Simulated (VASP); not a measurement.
# SiO2 (Pnnm) in VASP: notebook

Runs on SiO2. Level: r2SCAN. Tasks: single point.

Program: VASP 6.6.1. These are calculated values, not measurements. Logs are shortened: lines on timing, memory, paths and dates and some standing lists are left out, and cuts for length are marked.

## 1. The cell of the first run

The structure is orthorhombic, space group Pnnm (No. 58). Conventional cell: a = 4.185 Å, b = 4.269 Å, c = 2.669 Å, α = 90.00°, β = 90.00°, γ = 90.00°. Si (site symmetry 2/m) has 6 O at 1.77 to 1.83 Å within 2.3 Å. Within 2.3 Å of O (site symmetry m) lie 3 Si at 1.77 to 1.83 Å.

## 2. Single point, r2SCAN (strain +0.0200 x Voigt [0, 1, 0, 0, 0, 0])

File POSCAR:

```
SiO2
1.0
    4.1854060871      0.0000000000      0.0000000000
    0.0000000000      4.2691142088      0.0000000000
    0.0000000000      0.0000000000      2.6687449852
Si O
2 4
Direct
    0.5000000000      0.5000000000      0.5000000000
    0.0000000000      0.0000000000      0.0000000000
    0.6938852015      0.6938852015      0.0000000000
    0.1938852015      0.8061147985      0.5000000000
    0.3061147985      0.3061147985      0.0000000000
    0.8061147985      0.1938852015      0.5000000000
```

File INCAR.step1:

```
SYSTEM = SiO2
ALGO = Normal
EDIFF = 1E-4
ENCUT = 520
GGA = PE
ISMEAR = 0
LASPH = .True.
LCHARG = .False.
LREAL = .False.
LWAVE = .True.
NBANDS = 25
NELM = 80
PREC = Accurate
SIGMA = 0.05
```

File INCAR.step2:

```
SYSTEM = SiO2
ALGO = Normal
EDIFF = 1E-6
ENCUT = 520
ISIF = 2
ISMEAR = 0
ISTART = 1
LASPH = .True.
LCHARG = .True.
LELF = .True.
LMIXTAU = .True.
LREAL = .False.
LVHAR = .True.
LWAVE = .False.
METAGGA = R2SCAN
NBANDS = 25
NELM = 80
PREC = Accurate
SIGMA = 0.05
```

File KPOINTS:

```
k-points
0
Gamma
  6 6 8
  0 0 0
```

Potentials or basis: VASP PAW PBE potentials, release 64 (Si, O).

Run with:

```bash
$ cat potpaw_PBE.64/Si/POTCAR potpaw_PBE.64/O/POTCAR > POTCAR
$ cp INCAR.step1 INCAR
$ mpirun -np 1 vasp_std > vasp.out
$ cp INCAR.step2 INCAR
$ mpirun -np 1 vasp_std > vasp.out
```

OUTCAR:

```text
SYSTEM = SiO2
   EDIFF = 1E-6
   ENCUT = 520
   ISIF = 2
   ISMEAR = 0
   ISTART = 1
   LASPH = .True.
   LREAL = .False.
   METAGGA = R2SCAN
   NELM = 80
   PREC = Accurate

 ion  position               nearest neighbor table
   1  0.500  0.500  0.500-   3 1.77   5 1.77   3 1.77   5 1.77   4 1.83   6 1.83
   2  0.000  0.000  0.000-   4 1.77   6 1.77   4 1.77   6 1.77   5 1.83   3 1.83
   3  0.694  0.694  0.000-   1 1.77   1 1.77   2 1.83
   4  0.194  0.806  0.500-   2 1.77   2 1.77   1 1.83
   5  0.306  0.306  0.000-   1 1.77   1 1.77   2 1.83
   6  0.806  0.194  0.500-   2 1.77   2 1.77   1 1.83

  LATTYP: Found a simple orthorhombic cell.
 ALAT       =     2.6687449852
 B/A-ratio  =     1.5683049937
 C/A-ratio  =     1.5996710935

  Lattice vectors:

 A1 = (   0.0000000000,   0.0000000000,   2.6687449852)
 A2 = (   4.1854060871,   0.0000000000,   0.0000000000)
 A3 = (   0.0000000000,   4.2691142088,   0.0000000000)

Analysis of symmetry for initial positions (statically):
=====================================================================
 Subroutine PRICEL returns:
 Original cell was already a primitive cell.

 Routine SETGRP: Setting up the symmetry group for a
 simple orthorhombic supercell.

 Subroutine GETGRP returns: Found  8 space group operations
 (whereof  4 operations were pure point group operations)
 out of a pool of  8 trial point group operations.

The static configuration has the point symmetry C_2h.
 The point group associated with its full space group is D_2h.

Analysis of symmetry for dynamics (positions and initial velocities):
=====================================================================
 Subroutine PRICEL returns:
 Original cell was already a primitive cell.

 Routine SETGRP: Setting up the symmetry group for a
 simple orthorhombic supercell.

 Subroutine GETGRP returns: Found  8 space group operations
 (whereof  4 operations were pure point group operations)
 out of a pool of  8 trial point group operations.

The dynamic configuration has the point symmetry C_2h.
 The point group associated with its full space group is D_2h.

 Subroutine INISYM returns: Found  8 space group operations
 (whereof  4 operations are pure point group operations),
 and found     1 'primitive' translations

----------------------------------------------------------------------------------------

[... 96 lines left out ...]
   LSORBIT =      F    spin-orbit coupling
   LASPH  =      T    aspherical Exc in radial PAW
   ENCUT  =  520.0 eV  38.22 Ry    6.18 a.u.   7.78  7.94  4.96*2*pi/ulx,y,z
   NELM   =     80;   NELMIN=  2; NELMDL=  0     # of ELM steps
   EDIFF  = 0.1E-05   stopping-criterion for ELM
   LREAL  =      F    real-space projection
   EDIFFG = 0.1E-04   stopping-criterion for IOM
   NSW    =      0    number of steps for IOM
   IBRION =     -1    ionic relax: 0-MD 1-quasi-New 2-CG
   NFREE  =      0    steps in history (QN), initial steepest desc. (CG)
   ISIF   =      2    stress and relaxation
   ISYM   =      2    0-nonsym 1-usesym 2-fastsym
   POTIM  = 0.5000    time-step for ionic-motion
   TEBEG  =    0.0;   TEEND  =   0.0 temperature during run
   PSTRESS=    0.0 pullay stress
   NELECT =      32.0000    total number of electrons
   NUPDOWN=      -1.0000    fix difference up-down
   EMIN   =  10.00;   EMAX   =-10.00  energy-range for DOS
   EFERMI =   0.00;   METHOD = LEGACY
   ISMEAR =     0;   SIGMA  =   0.05  broadening in eV -4-tet -1-fermi 0-gaus
   EFERMI_NEDOS =   21; number of points for ismear=-14 and -15
   IALGO  =     38    algorithm
   IMIX   =      4    mixing-type and parameters
     AMIX     =   0.40;   BMIX     =  1.00
     AMIX_MAG =   1.60;   BMIX_MAG =  1.00
  volume/ion in A,a.u.               =       7.95        53.63
  Fermi-wavevector in a.u.,A,eV,Ry     =   1.433279  2.708504 27.950286  2.054288
  Thomas-Fermi vector in A             =   2.552814
   LORBIT       =      0    0 simple, 1 ext, 2 COOP (PROOUT), +10 PAW based schemes
   METAGGA = R2SCAN    functional components
   LHFCALC =     F    Hartree Fock is set to
   AEXX    =    0.0000 exact exchange contribution
   IVDW    =     0    specifies the selected vdW correction
   LEPSILON=     F    determine dielectric tensor
   LRPA    =     F    only Hartree local field effects (RPA)
 non-spin polarized calculation
 Gauss-broadening in eV      SIGMA  =   0.05
  energy-cutoff  :      520.00
  volume of cell :       47.69
 maximum number of plane-waves:      1304
 NGX is ok and might be reduce to    32
   NGX = 15   NGY = 15   NGZ =  9

 number of electron      31.9999990 magnetization

 Free energy of the ion-electron system (eV)
  ---------------------------------------------------
  ext. energy  EPLUGINS =         0.00000000
  ---------------------------------------------------
  free energy    TOTEN  =       -58.75679977 eV

  energy without entropy =      -58.75679977  energy(sigma->0) =      -58.75679977

 E-fermi :   7.7705     XC(G=0): -12.7567

 val. band max:        7.5023462494   @ k =   0.0000   0.0000   0.0000
 cond. band min:      13.6744858421   @ k =   0.0000   0.0000   0.0000
 fundamental gap:      6.1721395926
 Fermi energy:         7.7704628804

 k-point     1 :       0.0000    0.0000    0.0000
  band No.  band energies     occupation
      1     -15.8255      2.00000
      2     -12.4432      2.00000
      3     -12.2842      2.00000
      4     -12.1281      2.00000
      5      -3.4039      2.00000
      6       1.0267      2.00000
[... 661 lines left out ...]
     24      21.4914      0.00000
     25      23.2552      0.00000

 [... further k-points ...]
[... 5 lines left out ...]
  --------------------------------------------------------------------------------------
  -------------------------------------------------------------------------------------
  Total       -1.0296560     -3.1582793     -0.7952472      0.0000000      0.0000000      0.0000000
  in kB      -34.5955528   -106.1154620    -26.7196197      0.0000000      0.0000000      0.0000000
  external PRESSURE =     -55.8102115 kB  Pullay stress =       0.0000000 kB

 VOLUME and BASIS-vectors are now :
 -----------------------------------------------------------------------------
  energy-cutoff  :      520.00
  volume of cell :       47.69
      direct lattice vectors                 reciprocal lattice vectors
     4.185406087  0.000000000  0.000000000     0.238925442  0.000000000  0.000000000
     0.000000000  4.269114209  0.000000000     0.000000000  0.234240630  0.000000000
     0.000000000  0.000000000  2.668744985     0.000000000  0.000000000  0.374707964

 POSITION                                       TOTAL-FORCE (eV/Angst)
 -----------------------------------------------------------------------------------
      2.09270      2.13456      1.33437         0.000000      0.000000      0.000000
      0.00000      0.00000      0.00000         0.000000      0.000000      0.000000
      2.90419      2.96228      0.00000        -0.085999     -0.189316     -0.000000
      0.81149      3.44140      1.33437        -0.085999      0.189316     -0.000000
      1.28121      1.30684      0.00000         0.085999      0.189316      0.000000
      3.37392      0.82772      1.33437         0.085999     -0.189316      0.000000
 -----------------------------------------------------------------------------------
    total drift:                                0.000000     -0.000000      0.000000

  FREE ENERGIE OF THE ION-ELECTRON SYSTEM (eV)
  ---------------------------------------------------
  free  energy   TOTEN  =       -58.7567997721 eV

  energy  without entropy=      -58.7567997721  energy(sigma->0) =      -58.75679977
```

OUTCAR.step1:

```text
SYSTEM = SiO2
   EDIFF = 1E-4
   ENCUT = 520
   GGA = PE
   ISMEAR = 0
   LASPH = .True.
   LREAL = .False.
   NELM = 80
[... 911 lines left out ...]
      0.81149      3.44140      1.33437        -0.022441      0.119616     -0.000000
      1.28121      1.30684      0.00000         0.022441      0.119616      0.000000
      3.37392      0.82772      1.33437         0.022441     -0.119616      0.000000
 -----------------------------------------------------------------------------------
    total drift:                                0.000000     -0.000000      0.000000

  FREE ENERGIE OF THE ION-ELECTRON SYSTEM (eV)
  ---------------------------------------------------
  free  energy   TOTEN  =       -46.2945577550 eV

  energy  without entropy=      -46.2945577550  energy(sigma->0) =      -46.29455776
```

Run time: 2.2 min. Hardware: 1 thread of Intel Xeon Platinum 8124M at 3.00GHz (Skylake/Cascade Lake), shared host; peak memory 0.2 GiB.

Results:

```yaml
Free_energy: -58.7568 eV
Pressure: -5.6 GPa
Largest_force: 0.208 eV/Å
Band_gap_on_the_k_mesh: 6.17 eV, direct
```

Forces on the atoms (eV/Å):
```
Si   0.000  0.000  0.000
Si   0.000  0.000  0.000
O   -0.086 -0.189  0.000
O   -0.086  0.189  0.000
O    0.086  0.189  0.000
O    0.086 -0.189  0.000
```

Levels at points of the mesh, in eV from the valence-band top:
```tsv
k point	band 14	band 15	band 16	band 17	band 18	band 19
(0.00, 0.00, 0.00)	-0.97	-0.79	0.00	6.17	7.71	9.31
(0.50, 0.00, 0.00)	-2.66	-1.12	-1.12	8.49	8.49	10.00
(0.00, 0.50, 0.00)	-2.60	-1.01	-1.01	8.51	8.51	10.05
(0.50, 0.50, 0.00)	-2.61	-2.28	-2.28	8.23	8.23	10.96
(0.00, 0.00, 0.50)	-2.98	-2.64	-2.64	9.83	9.83	13.53
(0.50, 0.00, 0.50)	-2.25	-1.69	-1.69	9.63	9.63	10.60
(0.00, 0.50, 0.50)	-2.31	-1.82	-1.82	9.47	9.47	10.52
(0.50, 0.50, 0.50)	-1.77	-1.56	-1.56	7.86	7.86	11.76
```

Caveat: the cell differs from its parent crystal (strain +0.0200 x Voigt [0, 1, 0, 0, 0, 0]); the PAW data sets were made with another functional, which shifts forces and pressure a little.

## 3. Single point, r2SCAN (strain +0.0300 x Voigt [0, 1, 0, 0, 0, 0])

POSCAR, as its differences from that of step 2:

```diff
@@ -3,3 +3,3 @@
     4.1854060871      0.0000000000      0.0000000000
-    0.0000000000      4.2691142088      0.0000000000
+    0.0000000000      4.3109682697      0.0000000000
     0.0000000000      0.0000000000      2.6687449852
```

File INCAR.step1:

```
PREC     = Accurate       # precision mode
ENCUT    = 520            # plane-wave cutoff, eV
ISMEAR   = 0              # smearing method
SIGMA    = 0.05           # smearing width, eV
LREAL    = F              # projectors in reciprocal space
LASPH    = T              # aspherical terms in the spheres
NELM     = 100            # most SCF steps
NBANDS   = 25             # bands
GGA      = PE             # functional
ALGO     = Normal         # electronic algorithm
EDIFF    = 1E-4           # SCF threshold, eV
LWAVE    = T              # write WAVECAR
LCHARG   = F              # write CHGCAR
```

File INCAR.step2:

```
PREC     = Accurate       # precision mode
ENCUT    = 520            # plane-wave cutoff, eV
EDIFF    = 1E-6           # SCF threshold, eV
ISMEAR   = 0              # smearing method
SIGMA    = 0.05           # smearing width, eV
LREAL    = F              # projectors in reciprocal space
LASPH    = T              # aspherical terms in the spheres
NELM     = 100            # most SCF steps
ALGO     = Normal         # electronic algorithm
ISIF     = 2              # what is computed and relaxed
LWAVE    = F              # write WAVECAR
LCHARG   = F              # write CHGCAR
METAGGA  = R2SCAN         # meta-GGA
LMIXTAU  = T            
NBANDS   = 25             # bands
ISTART   = 1
```

File KPOINTS:

```
regular mesh
0
Gamma
  6 6 8
```

Potentials or basis: VASP PAW PBE potentials, release 64 (Si, O).

Run with:

```bash
$ cat potpaw_PBE.64/Si/POTCAR potpaw_PBE.64/O/POTCAR > POTCAR
$ cp INCAR.step1 INCAR
$ mpirun -np 1 vasp_std > vasp.out
$ cp INCAR.step2 INCAR
$ mpirun -np 1 vasp_std > vasp.out
```

Run time: 2.3 min. Hardware: 1 thread of Intel Xeon Platinum 8124M at 3.00GHz (Skylake/Cascade Lake), shared host; peak memory 0.2 GiB.

It converged, with:

* Free energy: -58.7196 eV
* Pressure: -8.3 GPa
* Largest force: 0.329 eV/Å
* Band gap on the k mesh: 6.00 eV, direct

Forces on the atoms (eV/Å):
```
Si   0.000  0.000  0.000
Si   0.000  0.000  0.000
O   -0.142 -0.296  0.000
O   -0.142  0.296  0.000
O    0.142  0.296  0.000
O    0.142 -0.296  0.000
```

Stress tensor (GPa, compression positive):
```
 -5.02   0.00   0.00
  0.00 -15.61   0.00
  0.00   0.00  -4.32
```

Levels at points of the mesh, in eV from the valence-band top:
```csv
k point,band 12,band 13,band 14,band 15,band 16,band 17,band 18,band 19,band 20,band 21
"(0.00, 0.00, 0.00)",-2.92,-2.42,-1.02,-0.74,0.00,6.00,7.75,9.23,9.59,11.90
"(0.50, 0.00, 0.00)",-3.71,-2.63,-2.63,-1.15,-1.15,8.37,8.37,9.98,9.98,11.84
"(0.00, 0.50, 0.00)",-3.90,-2.54,-2.54,-0.97,-0.97,8.41,8.41,10.05,10.05,11.61
"(0.50, 0.50, 0.00)",-3.12,-2.57,-2.57,-2.26,-2.26,8.15,8.15,10.91,10.91,13.76
"(0.00, 0.00, 0.50)",-4.58,-2.92,-2.92,-2.61,-2.61,9.67,9.67,13.37,13.37,13.42
"(0.50, 0.00, 0.50)",-3.90,-2.22,-2.22,-1.63,-1.63,9.52,9.52,10.46,10.46,13.26
"(0.00, 0.50, 0.50)",-3.85,-2.31,-2.31,-1.82,-1.82,9.30,9.30,10.34,10.34,13.10
"(0.50, 0.50, 0.50)",-4.46,-1.76,-1.76,-1.54,-1.54,7.71,7.71,11.61,11.61,12.68
```

Caveat: the cell differs from its parent crystal (strain +0.0300 x Voigt [0, 1, 0, 0, 0, 0]); the PAW data sets were made with another functional, which shifts forces and pressure a little. A k mesh can miss the band edges.
